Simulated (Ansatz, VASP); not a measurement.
I in VASP and in Ansatz

Contents of INCAR:

```
PREC     = Accurate       # precision mode
ENCUT    = 520            # plane-wave cutoff, eV
EDIFF    = 1E-6           # SCF threshold, eV
ISMEAR   = -1             # smearing method
SIGMA    = 0.05           # smearing width, eV
LREAL    = F              # projectors in reciprocal space
LASPH    = T              # aspherical terms in the spheres
NELM     = 80             # most SCF steps
ALGO     = Normal         # electronic algorithm
ISIF     = 2              # what is computed and relaxed
LWAVE    = F              # write WAVECAR
LCHARG   = F              # write CHGCAR
GGA      = RP             # functional
NBANDS   = 22             # bands
```

KPOINTS

```
regular mesh
0
Gamma
  7 7 3
```

Contents of POSCAR:

```
I
1.0
    3.6350350000     -2.3950200000      0.0000000000
    3.6350350000      2.3950200000      0.0000000000
    0.0000000000      0.0000000000      9.7934400000
I
4
Direct
    0.6493000000      0.3507000000      0.3844000000
    0.1493000000      0.8507000000      0.1156000000
    0.3507000000      0.6493000000      0.6156000000
    0.8507000000      0.1493000000      0.8844000000
```

Contents of input.yaml:

```yaml
crystal:
  lattice:
    - [3.635035, -2.39502, 0.0]
    - [3.635035, 2.39502, 0.0]
    - [0.0, 0.0, 9.79344]
  atoms:
    - { symbol: I, position: [0.6493, 0.3507, 0.3844] }
    - { symbol: I, position: [0.1493, 0.8507, 0.1156] }
    - { symbol: I, position: [0.3507, 0.6493, 0.6156] }
    - { symbol: I, position: [0.8507, 0.1493, 0.8844] }
hamiltonian:
  xc: rpbe
  pseudopotentials: { kind: paw }
kpoints:
  mp_grid: { grid: [7, 7, 3] }
  band_path:
    path:
      - [[0.0, 0.0, 0.0], [0.3585278261, -0.3585278261, 0.0], [0.0, -0.5, 0.0], [0.0, -0.5, -0.5], [0.3585278261, -0.3585278261, -0.5], [0.0, 0.0, -0.5], [0.0, 0.0, 0.0], [-0.5, -0.5, 0.0], [-0.3585278261, -0.6414721739, 0.0], [-0.3585278261, -0.6414721739, -0.5], [-0.5, -0.5, -0.5], [-0.5, -0.5, 0.0]]
      - [[0.0, 0.0, -0.5], [-0.5, -0.5, -0.5]]
    npoints: 14
scf:
  occupations: { method: fermi_dirac, width: 0.05 }
  n_extra_bands: 10
output:
  forces: true
  stress: true
  eigenvalues: true
  fatbands: false
  write_density: true
  write_potential: true
  elf: true
  volumetric_format: npy
```

Alike in both runs: functional RPBE; k mesh 7 × 7 × 3; occupations fermi-dirac, width 0.05 eV; no spin polarisation.

```csv
,VASP,Ansatz
version,VASP 6.6.1,Ansatz 0.2.0
potentials or method,"VASP PAW PBE potentials, release 64 (I)",Ansatz PAW
plane-wave cutoff (eV),520,420
valence electrons in the cell,28,68
task,single point,band structure
```

|  | VASP | Ansatz | Ansatz less VASP |
| --- | --- | --- | --- |
| gap on the k mesh at the Fermi level (eV) | 1.38 | 1.37 | -0.012 |
| least direct gap on the mesh (eV) | 1.46 | 1.46 | -0.009 |
| pressure (GPa) | 3.1 | 3.2 | +0.04 |
| traceless stress, the component that is largest in VASP (GPa) | 0.94 | 0.98 | +0.042 |
| rms of the force components (eV/Å) | 0.474 | 0.489 | +0.0143 |

VASP's potentials were made for PBE, not for RPBE. Atom by atom the forces differ by 0.014 eV/Å (rms over components). The functional is the same, so the differences come from potentials, cutoffs and numerics. VASP's potentials hold 28 valence electrons a cell and Ansatz's 68, so a difference there can come from the potentials and not from the codes.

Spin-orbit coupling is off throughout.
